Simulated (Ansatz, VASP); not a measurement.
# Pt in VASP and in Ansatz

```
CELL_PARAMETERS angstrom
0.00000 1.97158 1.97158
1.97158 0.00000 1.97158
1.97158 1.97158 0.00000
ATOMIC_POSITIONS crystal
Pt 0.00000 0.00000 0.00000
```

Alike in both runs: task relaxation of cell and atoms; functional LDA; k mesh 8 × 8 × 8; occupations gaussian, width 0.1 eV; no spin polarisation.

|  | VASP | Ansatz |
| --- | --- | --- |
| version | VASP 6.6.1 | Ansatz 0.2.0 |
| potentials or method | VASP PAW LDA potentials, release 64 (Pt), cutoff 600 eV | scalar-relativistic, plane waves, PAW |
| valence electrons in the cell | 10 | 18 |

```tsv
	VASP	Ansatz	Ansatz less VASP
gap on the k mesh at the Fermi level, each at its own relaxed structure (eV)	none	none	-
relaxed volume (Å³/atom)	14.77	14.73	-0.042
relaxed cell length with the largest relative difference (Å)	2.754	2.752	-0.0026
```

Ansatz warns that its potentials were made for another functional, while VASP's fit it. LDA's correlation is that of Perdew and Zunger in VASP and of Perdew and Wang (1992) in Ansatz. A gap of «none» marks a metal or a gap that the smearing closes. VASP's potentials hold 10 valence electrons a cell and Ansatz's 18, so a difference there can come from the potentials and not from the codes.

Spin-orbit coupling is off throughout.
